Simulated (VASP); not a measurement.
# Na: relaxation of cell and atoms with PBEsol

The system is Na.

```
CELL_PARAMETERS angstrom
0.00000 2.69500 2.69500
2.69500 0.00000 2.69500
2.69500 2.69500 0.00000
ATOMIC_POSITIONS crystal
Na 0.00000 0.00000 0.00000
```

This isn't the form of Na at room conditions, which is bcc.

```yaml
Program: VASP 6.6.1
Task: relaxation of cell and atoms
Functional: PBEsol
Potentials_or_basis: VASP PAW PBE potentials, release 64 (Na_pv)
Cutoff: 500 eV
k_mesh: 13 × 13 × 13
Occupations: methfessel-paxton, width 0.1 eV
Spin: no spin polarisation
Target_pressure: 10 GPa
Dipole_correction: no
Further_INCAR_settings: ALGO = Normal; EDIFF = 1e-07; IBRION = 2; EDIFFG = -0.01; NSW = 80; ISIF = 3
```

- Relaxed volume: 22.05 Å³/atom
- Relaxed cell: a = 3.147 Å, b = 3.147 Å, c = 3.147 Å, α = 60.00°, β = 60.00°, γ = 60.00°
- Space group after relaxing (to 0.1 Å): Fm-3m (No. 225)
- Energy change on relaxing (the run minimises the enthalpy): +292.1 meV/atom
- Ionic steps: 17
- Pressure after relaxing: 10.0 GPa
- Band gap on the k mesh: zero (an odd number of electrons rules out a gap without spin polarisation)

The path:
| step | energy change (eV) | largest force (eV/Å) | pressure (GPa) | volume (Å³) |
| --- | --- | --- | --- | --- |
| 1 | 0.0000 | 0.0000 | -0.52 | 39.15 |
| 2 | 0.1071 | 0.0000 | 4.56 | 26.31 |
| 3 | 0.2471 | 0.0000 | 8.64 | 22.83 |
| 4 | 0.3002 | 0.0000 | 10.14 | 21.92 |
| 5 | 0.2828 | 0.0000 | 9.66 | 22.20 |
| 6 | 0.2829 | 0.0000 | 9.67 | 22.20 |
| 7 | 0.2835 | 0.0000 | 9.68 | 22.19 |
| 8 | 0.2835 | 0.0000 | 9.68 | 22.19 |
| 9 | 0.2835 | 0.0000 | 9.68 | 22.19 |
| 10 | 0.2835 | 0.0000 | 9.68 | 22.19 |
| 11 | 0.2836 | 0.0000 | 9.68 | 22.19 |
| 12 | 0.2837 | 0.0000 | 9.69 | 22.18 |
| 13 | 0.2840 | 0.0000 | 9.70 | 22.18 |
| 14 | 0.2845 | 0.0000 | 9.71 | 22.17 |
| 15 | 0.2856 | 0.0000 | 9.75 | 22.15 |
| 16 | 0.2878 | 0.0000 | 9.82 | 22.12 |
| 17 | 0.2921 | 0.0000 | 9.95 | 22.05 |

Final structure:
```xyz
1
Lattice="0.0000 2.2256 2.2256 2.2256 0.0000 2.2256 2.2256 2.2256 0.0000" Properties=species:S:1:pos:R:3 pbc="T T T"
Na    0.0000    2.2256    2.2256
```

Levels at points of the mesh, in eV from the Fermi level:
```csv
k point,band 1,band 2,band 3,band 4,band 5,band 6,band 7
"(0.00, 0.00, 0.00)",-24.67,-24.67,-24.67,-4.62,14.55,14.55,14.55
```

Wall time 84 s on 1 thread of Intel(R) Xeon(R) Platinum 8559C (Emerald Rapids), on a shared host, peak memory 0.16 GiB.

Caveat: the cell is relaxed towards a set pressure, so the run minimises the enthalpy, not the energy; the volume moved by over 15 % at a fixed basis, so the end points are rough; the PAW data sets were made with another functional, which shifts forces and pressure a little.
